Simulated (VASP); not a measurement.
Set up this calculation in VASP 6.6.1, as the native input.

| Item | Value |
| --- | --- |
| Task | single point |
| Functional | PBE |
| Potentials or basis | VASP PAW PBE potentials, release 64 (Ge_d) |
| Cutoff | 520 eV |
| k mesh | 18 × 18 × 18 |
| Occupations | gaussian, width 0.15 eV |
| Spin | no spin polarisation |
| Dipole correction | no |
| Further INCAR settings | ALGO = Normal; EDIFF = 1e-06; NBANDS = 21 |

The structure of Ge lies in POSCAR:

```
Ge
1.0
    0.0000000000      2.7941187278      2.8805347709
    2.7941187278      0.0000000000      2.8805347709
    2.7941187278      2.7941187278      0.0000000000
Ge
2
Direct
    0.5000000000      0.5000000000      0.5000000000
    0.7500000000      0.7500000000      0.7500000000
```

This cell differs from its parent crystal: strain -0.030 along x and y, +0.000 along z.

One way to write it, as run:

INCAR

```
SYSTEM = Ge
PREC = Accurate
ENCUT = 520
EDIFF = 1E-6
ISMEAR = 0
SIGMA = 0.15
LREAL = .False.
LASPH = .True.
NELM = 60
ALGO = Normal
ISIF = 2
LWAVE = .False.
LCHARG = .True.
GGA = PE
LELF = .True.
LVHAR = .True.
NBANDS = 21
```

KPOINTS

```
regular mesh
0
Gamma
  18 18 18
  0 0 0
```

Potentials or basis: VASP PAW PBE potentials, release 64 (Ge_d).

Run with:

```console
$ cat potpaw_PBE.64/Ge_d/POTCAR > POTCAR
$ mpirun -np 1 vasp_std > vasp.out
```

Results of the run:

| Quantity | Value |
| --- | --- |
| Pressure | 4.1 GPa |

Caveat: the cell differs from its parent crystal (strain -0.030 along x and y, +0.000 along z).

It took 2.5 min on 1 thread of Intel(R) Xeon(R) 6975P-C (Granite Rapids) (shared host), peak memory 0.44 GiB.
